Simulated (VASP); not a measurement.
# Si16Ge (a cell with a defect) in VASP: relaxation of the atoms with PBE+D3(BJ)

Aim: the relaxation of the atoms of Si16Ge (a cell with a defect) with PBE+D3(BJ).

All numbers are computed with VASP 6.6.1; they aren't measurements. Logs are shortened: lines on timing, memory, paths and dates and some standing lists are left out, and cuts for length are marked.

## 1. The cell of the first run

The cell holds a defect, 17 atoms: a = 7.679 Å, b = 7.679 Å, c = 7.679 Å, α = 60.00°, β = 60.00°, γ = 60.00°.

## 2. Relaxation of the atoms, PBE+D3(BJ)

Input file INCAR:

```
SYSTEM = Si16Ge
PREC = Accurate ; ENCUT = 520
EDIFF = 1E-6 ; ISMEAR = -1
SIGMA = 0.02 ; LREAL = Auto
LASPH = .TRUE. ; NELM = 80
ALGO = Normal ; ISIF = 2
LWAVE = .FALSE. ; LCHARG = .FALSE.
GGA = PE ; IVDW = 12
IBRION = 2 ; NSW = 45
EDIFFG = -0.08
```

Input file KPOINTS:

```
regular mesh
0
G
  2 2 2
  0 0 0
```

Input file POSCAR:

```
Si16Ge
1.0
    0.0000000000      5.4300000000      5.4300000000
    5.4300000000      0.0000000000      5.4300000000
    5.4300000000      5.4300000000      0.0000000000
Si Ge
16 1
Direct
    0.0000000000      0.0000000000      0.0000000000
    0.1250000000      0.1250000000      0.1250000000
    0.0000000000      0.0000000000      0.5000000000
    0.1250000000      0.1250000000      0.6250000000
    0.0000000000      0.5000000000      0.0000000000
    0.1250000000      0.6250000000      0.1250000000
    0.0000000000      0.5000000000      0.5000000000
    0.1250000000      0.6250000000      0.6250000000
    0.5000000000      0.0000000000      0.0000000000
    0.6250000000      0.1250000000      0.1250000000
    0.5000000000      0.0000000000      0.5000000000
    0.6250000000      0.1250000000      0.6250000000
    0.5000000000      0.5000000000      0.0000000000
    0.6250000000      0.6250000000      0.1250000000
    0.5000000000      0.5000000000      0.5000000000
    0.6250000000      0.6250000000      0.6250000000
    0.8798987000      0.8791262000      0.3682147000
```

Potentials or basis: VASP PAW PBE potentials, release 64 (Si, Ge_d).

Command:

```console
$ cat potpaw_PBE.64/Si/POTCAR potpaw_PBE.64/Ge_d/POTCAR > POTCAR
$ mpirun -np 1 vasp_std > vasp.out
```

OUTCAR:

```text
SYSTEM = Si16Ge
   PREC = Accurate
   ENCUT = 520
   EDIFF = 1E-6
   ISMEAR = -1
   LREAL = Auto
   LASPH = .TRUE.
   NELM = 80
   ISIF = 2
   GGA = PE
   IVDW = 12
   IBRION = 2
   NSW = 45
   EDIFFG = -0.08
 IVDW          = 12

 ion  position               nearest neighbor table
   1  0.000  0.000  0.000-  17 2.31   4 2.35   6 2.35  10 2.35   2 2.35
   2  0.125  0.125  0.125-   1 2.35   3 2.35   5 2.35   9 2.35  17 2.67
   3  0.000  0.000  0.500-  17 2.34   4 2.35   8 2.35  12 2.35   2 2.35
   4  0.125  0.125  0.625-   1 2.35   3 2.35   7 2.35  11 2.35
   5  0.000  0.500  0.000-   2 2.35   6 2.35   8 2.35  14 2.35
   6  0.125  0.625  0.125-   1 2.35   5 2.35   7 2.35  13 2.35  17 2.70
   7  0.000  0.500  0.500-   4 2.35   6 2.35   8 2.35  16 2.35  17 2.38
   8  0.125  0.625  0.625-   3 2.35   5 2.35   7 2.35  15 2.35  17 2.73
   9  0.500  0.000  0.000-   2 2.35  10 2.35  12 2.35  14 2.35
  10  0.625  0.125  0.125-   1 2.35   9 2.35  11 2.35  13 2.35  17 2.71
  11  0.500  0.000  0.500-   4 2.35  10 2.35  12 2.35  16 2.35  17 2.38
  12  0.625  0.125  0.625-   3 2.35   9 2.35  11 2.35  15 2.35  17 2.73
  13  0.500  0.500  0.000-   6 2.35  10 2.35  14 2.35  16 2.35
  14  0.625  0.625  0.125-   5 2.35   9 2.35  13 2.35  15 2.35
  15  0.500  0.500  0.500-   8 2.35  12 2.35  14 2.35  16 2.35
  16  0.625  0.625  0.625-   7 2.35  11 2.35  13 2.35  15 2.35  17 2.76
  17  0.880  0.879  0.368-   1 2.31   3 2.34   7 2.38  11 2.38   2 2.67   6 2.70  10 2.71   8 2.73
                            12 2.73  16 2.76

  LATTYP: Found a face centered cubic cell.
 ALAT       =    10.8600000000

  Lattice vectors:

 A1 = (   0.0000000000,   5.4300000000,   5.4300000000)
 A2 = (   5.4300000000,   0.0000000000,   5.4300000000)
 A3 = (   5.4300000000,   5.4300000000,   0.0000000000)

Analysis of symmetry for initial positions (statically):
=====================================================================
 Subroutine PRICEL returns:
 Original cell was already a primitive cell.

 Routine SETGRP: Setting up the symmetry group for a
 face centered cubic supercell.

 Subroutine GETGRP returns: Found  1 space group operations
 (whereof  1 operations were pure point group operations)
 out of a pool of 48 trial point group operations.

The static configuration has the point symmetry C_1 .

Analysis of symmetry for dynamics (positions and initial velocities):
=====================================================================
 Subroutine PRICEL returns:
 Original cell was already a primitive cell.

 Routine SETGRP: Setting up the symmetry group for a
 face centered cubic supercell.

 Subroutine GETGRP returns: Found  1 space group operations
 (whereof  1 operations were pure point group operations)
 out of a pool of 48 trial point group operations.

The dynamic configuration has the point symmetry C_1 .

 Subroutine INISYM returns: Found  1 space group operations
 (whereof  1 operations are pure point group operations),
 and found     1 'primitive' translations

----------------------------------------------------------------------------------------

                                     Primitive cell

  volume of cell :     320.2060

  direct lattice vectors                    reciprocal lattice vectors
     0.000000000  5.430000000  5.430000000    -0.092081031  0.092081031  0.092081031
     5.430000000  0.000000000  5.430000000     0.092081031 -0.092081031  0.092081031
     5.430000000  5.430000000  0.000000000     0.092081031  0.092081031 -0.092081031

  length of vectors
     7.679179644  7.679179644  7.679179644     0.159489025  0.159489025  0.159489025

  position of ions in fractional coordinates (direct lattice)
     0.000000000  0.000000000  0.000000000
     0.125000000  0.125000000  0.125000000
     0.000000000  0.000000000  0.500000000
     0.125000000  0.125000000  0.625000000
     0.000000000  0.500000000  0.000000000
     0.125000000  0.625000000  0.125000000
[... 9 lines left out ...]
     0.625000000  0.625000000  0.625000000
     0.879898700  0.879126200  0.368214700

  ion indices of the primitive-cell ions
   primitive index   ion index
                 1           1
                 2           2
                 3           3
                 4           4
                 5           5
                 6           6
[... 9 lines left out ...]
                16          16
                17          17

----------------------------------------------------------------------------------------

 KPOINTS: regular mesh

Automatic generation of k-mesh.
 Grid dimensions read from file:
 generate k-points for:    2    2    2

 Generating k-lattice:

  Cartesian coordinates                     Fractional coordinates (reciprocal lattice)
    -0.046040516  0.046040516  0.046040516     0.500000000  0.000000000  0.000000000
     0.046040516 -0.046040516  0.046040516     0.000000000  0.500000000  0.000000000
     0.046040516  0.046040516 -0.046040516     0.000000000  0.000000000  0.500000000

  Length of vectors
     0.079744512  0.079744512  0.079744512

  Shift w.r.t. Gamma in fractional coordinates (k-lattice)
     0.000000000  0.000000000  0.000000000

 Subroutine IBZKPT returns following result:
 ===========================================

 Found      8 irreducible k-points:

 Following reciprocal coordinates:
            Coordinates               Weight
  0.000000  0.000000  0.000000      1.000000
  0.500000  0.000000  0.000000      1.000000
  0.000000  0.500000  0.000000      1.000000
  0.000000  0.000000  0.500000      1.000000
  0.500000  0.500000  0.500000      1.000000
  0.500000  0.500000  0.000000      1.000000
  0.000000  0.500000  0.500000      1.000000
  0.500000  0.000000  0.500000      1.000000
   k-points           NKPTS =      8   k-points in BZ     NKDIM =      8   number of bands    NBANDS=     48
   number of dos      NEDOS =    301   number of ions     NIONS =     17
   total plane-waves  NPLWV = 216000
   dimension x,y,z NGX =    60 NGY =   60 NGZ =   60
   dimension x,y,z NGXF=   120 NGYF=  120 NGZF=  120
   ions per type =              16   1
   NGX,Y,Z   is equivalent  to a cutoff of  12.99, 12.99, 12.99 a.u.
   NGXF,Y,Z  is equivalent  to a cutoff of  25.98, 25.98, 25.98 a.u.
 SYSTEM =  Si16Ge
   PREC   = accura    normal or accurate (medium, high low for compatibility)
   ISTART =      0    job   : 0-new  1-cont  2-samecut
   ICHARG =      2    charge: 1-file 2-atom 10-const
   ISPIN  =      1    spin polarized calculation?
   LNONCOLLINEAR =      F non collinear calculations
   LSORBIT =      F    spin-orbit coupling
   LASPH  =      T    aspherical Exc in radial PAW
   ENCUT  =  520.0 eV  38.22 Ry    6.18 a.u.  14.28 14.28 14.28*2*pi/ulx,y,z
   NELM   =     80;   NELMIN=  2; NELMDL= -5     # of ELM steps
   EDIFF  = 0.1E-05   stopping-criterion for ELM
   LREAL  =      T    real-space projection
   EDIFFG = -.8E-01   stopping-criterion for IOM
   NSW    =     45    number of steps for IOM
   IBRION =      2    ionic relax: 0-MD 1-quasi-New 2-CG
   NFREE  =      1    steps in history (QN), initial steepest desc. (CG)
   ISIF   =      2    stress and relaxation
   ISYM   =      2    0-nonsym 1-usesym 2-fastsym
   POTIM  = 0.5000    time-step for ionic-motion
   TEBEG  =    0.0;   TEEND  =   0.0 temperature during run
   PSTRESS=    0.0 pullay stress
   NELECT =      78.0000    total number of electrons
   NUPDOWN=      -1.0000    fix difference up-down
   EMIN   =  10.00;   EMAX   =-10.00  energy-range for DOS
   EFERMI =   0.00;   METHOD = LEGACY
   ISMEAR =    -1;   SIGMA  =   0.02  broadening in eV -4-tet -1-fermi 0-gaus
   EFERMI_NEDOS =   21; number of points for ismear=-14 and -15
   IALGO  =     38    algorithm
   IMIX   =      4    mixing-type and parameters
     AMIX     =   0.40;   BMIX     =  1.00
     AMIX_MAG =   1.60;   BMIX_MAG =  1.00
  volume/ion in A,a.u.               =      18.84       127.11
  Fermi-wavevector in a.u.,A,eV,Ry     =   1.022421  1.932096 14.222785  1.045345
  Thomas-Fermi vector in A             =   2.156100
   LORBIT       =      0    0 simple, 1 ext, 2 COOP (PROOUT), +10 PAW based schemes
   GGA     = PE    functional components
   LHFCALC =     F    Hartree Fock is set to
   AEXX    =    0.0000 exact exchange contribution
   IVDW    =    12    specifies the selected vdW correction
   LEPSILON=     F    determine dielectric tensor
   LRPA    =     F    only Hartree local field effects (RPA)
 conjugate gradient relaxation of ions
 non-spin polarized calculation
  energy-cutoff  :      520.00
  volume of cell :      320.21
 maximum number of plane-waves:      8646
 NGX is ok and might be reduce to    60
   NGX = 29   NGY = 29   NGZ = 29

--------------------------------------- Ionic step        1  -------------------------------------------

 number of electron      78.0000005 magnetization

 Free energy of the ion-electron system (eV)
  ---------------------------------------------------
  ext. energy  EPLUGINS =         0.00000000
  ---------------------------------------------------
  free energy    TOTEN  =       -86.35331479 eV

  energy without entropy =      -86.34373347  energy(sigma->0) =      -86.34852413

------------------------ aborting loop because EDIFF is reached ----------------------------------------

 Edisp (eV)   -5.66770

 E8    (eV) :    -2.3558

  FORCE on cell =-STRESS in cart. coord.  units (eV):
  Direction    XX          YY          ZZ          XY          YZ          ZX
  --------------------------------------------------------------------------------------
  -------------------------------------------------------------------------------------
  Total       9.53324     9.53237     9.54828     0.80721    -0.24516    -0.17891
  in kB      47.70034    47.69598    47.77561     4.03896    -1.22670    -0.89517
  external pressure =       47.72 kB  Pullay stress =        0.00 kB

 VOLUME and BASIS-vectors are now :
 -----------------------------------------------------------------------------
  energy-cutoff  :      520.00
  volume of cell :      320.21
      direct lattice vectors                 reciprocal lattice vectors
     0.000000000  5.430000000  5.430000000    -0.092081031  0.092081031  0.092081031
     5.430000000  0.000000000  5.430000000     0.092081031 -0.092081031  0.092081031
     5.430000000  5.430000000  0.000000000     0.092081031  0.092081031 -0.092081031
[... 238 lines left out ...]
      6.78754      6.78755      6.74566        -0.002718     -0.001795     -0.040641
      6.78177      6.78359      9.52269         0.024121      0.017684     -0.077540
 -----------------------------------------------------------------------------------
    total drift:                               -0.001801     -0.001914      0.002333

  FREE ENERGIE OF THE ION-ELECTRON SYSTEM (eV)
  ---------------------------------------------------
  free  energy   TOTEN  =       -92.3617831814 eV

  energy  without entropy=      -92.3509329103  energy(sigma->0) =      -92.35635805

--------------------------------------- Ionic step        6  -------------------------------------------

 number of electron      78.0000000 magnetization

 Free energy of the ion-electron system (eV)
  ---------------------------------------------------
  ext. energy  EPLUGINS =         0.00000000
  ---------------------------------------------------
  free energy    TOTEN  =       -86.69661801 eV

  energy without entropy =      -86.68592047  energy(sigma->0) =      -86.69126924

 E-fermi :   6.9407     XC(G=0):  -9.7493

 val. band max:        6.6843635418   @ k =   0.0000   0.0000   0.0000
 cond. band min:       6.9493277268   @ k =   0.0000   0.0000   0.0000
 fundamental gap:      0.2649641849
 Fermi energy:         6.9407365211

 k-point     1 :       0.0000    0.0000    0.0000
  band No.  band energies     occupation
      1     -18.2530      2.00000
      2     -18.2530      2.00000
      3     -18.2529      2.00000
      4     -18.2393      2.00000
      5     -18.2393      2.00000
      6      -6.5255      2.00000
[... 427 lines left out ...]
      2.75945      2.75937      0.04309        -0.005750     -0.004236      0.009052
      4.06900      4.07000      1.36923         0.007011      0.004935     -0.018417
      2.72300      5.42131      8.13832        -0.000297      0.002974     -0.005159
      4.02446      1.35681      4.07331        -0.009082     -0.007646      0.007314
[... 9 lines left out ...]
      6.78740      6.78748      6.74226        -0.000327      0.000770     -0.008647
      6.78280      6.78428      9.51910         0.010440      0.006896     -0.037092
 -----------------------------------------------------------------------------------
    total drift:                                0.001806      0.000595      0.001186

  FREE ENERGIE OF THE ION-ELECTRON SYSTEM (eV)
  ---------------------------------------------------
  free  energy   TOTEN  =       -92.3631558557 eV

  energy  without entropy=      -92.3524583140  energy(sigma->0) =      -92.35780708

 reached required accuracy - stopping structural energy minimisation
```

Run time: 17 min. Hardware: 1 thread of Oxide Virtual Turin-like, shared host; peak memory 0.5 GiB.

What came out:

```yaml
Free_energy: -92.3632 eV
Energy_gained_by_relaxing: 20.1 meV/atom
Ionic_steps: 6
Pressure_after_relaxing: 3.7 GPa
Largest_force_after_relaxing: 0.039 eV/Å
Band_gap_on_the_k_mesh: zero (bands 39 and 40 overlap by 0.31 eV)
Dispersion_energy_per_atom: -0.333 eV
```

Forces in eV/Å, atoms in the order of the input:
```
Si  -0.001  0.000  0.009
Si  -0.004 -0.004  0.008
Si  -0.006 -0.004  0.009
Si   0.007  0.005 -0.018
Si   0.000  0.003 -0.005
Si  -0.009 -0.008  0.007
Si  -0.001 -0.004  0.014
Si   0.005  0.009  0.005
Si   0.003  0.000 -0.006
Si  -0.008 -0.009  0.008
Si  -0.005  0.001  0.013
Si   0.009  0.005  0.005
Si   0.005  0.004 -0.002
Si   0.000  0.000 -0.001
Si  -0.005 -0.005  0.000
Si   0.000  0.001 -0.009
Ge   0.010  0.007 -0.037
```

Step by step:
| step | energy change (eV) | largest force (eV/Å) | pressure (GPa) |
| --- | --- | --- | --- |
| 1 | 0.0000 | 1.8837 | 4.77 |
| 2 | -0.3339 | 0.2127 | 3.76 |
| 3 | -0.3343 | 0.2866 | 3.73 |
| 4 | -0.3408 | 0.0971 | 3.71 |
| 5 | -0.3408 | 0.0931 | 3.71 |
| 6 | -0.3421 | 0.0391 | 3.71 |

Final structure:
```
Si Ge
1.0
     0.00000    5.43000    5.43000
     5.43000    0.00000    5.43000
     5.43000    5.43000    0.00000
Si Ge
16 1
Direct
  0.00429 0.00432 0.98688
  0.12958 0.12958 0.12035
  0.00396 0.00398 0.50421
  0.12617 0.12599 0.62337
  0.99785 0.50092 0.00055
  0.12944 0.62071 0.12044
  0.00349 0.48926 0.50365
  0.12935 0.62074 0.62931
  0.50093 0.99787 0.00054
  0.62074 0.12942 0.12045
  0.48943 0.00345 0.50359
  0.62077 0.12933 0.62929
  0.50077 0.50074 0.00045
  0.62493 0.62494 0.12510
  0.50069 0.50067 0.49815
  0.62084 0.62083 0.62915
  0.87667 0.87639 0.37274
```

Levels at points of the mesh, in eV from the Fermi level:
| k point | band 37 | band 38 | band 39 | band 40 | band 41 | band 42 |
| --- | --- | --- | --- | --- | --- | --- |
| (0.00, 0.00, 0.00) | -0.81 | -0.81 | -0.27 | -0.26 | -0.26 | 0.01 |
| (0.50, 0.00, 0.00) | -1.48 | -1.48 | -0.33 | 0.50 | 0.52 | 0.86 |
| (0.00, 0.50, 0.00) | -1.48 | -1.48 | -0.33 | 0.50 | 0.52 | 0.86 |
| (0.00, 0.00, 0.50) | -1.48 | -1.48 | -0.34 | 0.51 | 0.52 | 0.86 |
| (0.50, 0.50, 0.50) | -1.48 | -1.48 | -0.34 | 0.50 | 0.52 | 0.86 |
| (0.50, 0.50, 0.00) | -1.92 | -1.32 | 0.05 | 0.79 | 1.03 | 1.04 |
| (0.00, 0.50, 0.50) | -1.92 | -1.32 | 0.05 | 0.79 | 1.03 | 1.03 |
| (0.50, 0.00, 0.50) | -1.92 | -1.32 | 0.05 | 0.79 | 1.03 | 1.03 |

Caveat: the k points lie up to 0.50 Å⁻¹ apart; the relaxation stopped at a loose force limit of 0.08 eV/Å, so its end isn't a converged minimum.

The gap in the log of VASP goes by the Fermi energy; the results here count the filled bands.